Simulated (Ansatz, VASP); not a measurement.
Sn3S5: VASP beside Ansatz

```xyz
8
Lattice="3.8652 0.0000 0.0000 0.0000 3.8652 0.0000 0.0000 0.0000 13.4460" Properties=species:S:1:pos:R:3 pbc="T T T"
Sn    1.9326    1.9326    2.7943
Sn    1.9326    1.9326   10.6517
Sn    0.0000    0.0000    6.7230
S     0.0000    0.0000    2.3613
S     0.0000    0.0000   11.0847
S     0.0000    0.0000    0.0000
S     1.9326    1.9326    5.2754
S     1.9326    1.9326    8.1706
```

Change from the starting cell: species swapped into the Ti3Pd5 type (P4/mmm, No. 123).

Alike in both runs: functional PBE; k mesh 4 × 4 × 2; occupations gaussian, width 0.2 eV; no spin polarisation.

Ansatz relaxed the structure, and its values are those at the end. VASP's run is a single point on that final structure, the one shown.

```csv
,VASP,Ansatz
version,VASP 6.6.1,Ansatz 0.2.0
potentials or method,"VASP PAW PBE potentials, release 64 (Sn_d, S), cutoff 520 eV","scalar-relativistic, plane waves, PAW"
valence electrons in the cell,72,72
```

Ansatz gave:

```
gap on the k mesh at the Fermi level (eV) : none
pressure (GPa)                            : 0.2
rms of the force components (eV/Å)        : 0.018
```

Q: What did VASP give for the same quantities?

A: gap on the k mesh at the Fermi level (eV): none; pressure (GPa): 0.1; rms of the force components (eV/Å): 0.022.

A gap of «none» marks a metal or a gap that the smearing closes.

The k mesh is coarse, so the values compare programs but aren't converged.
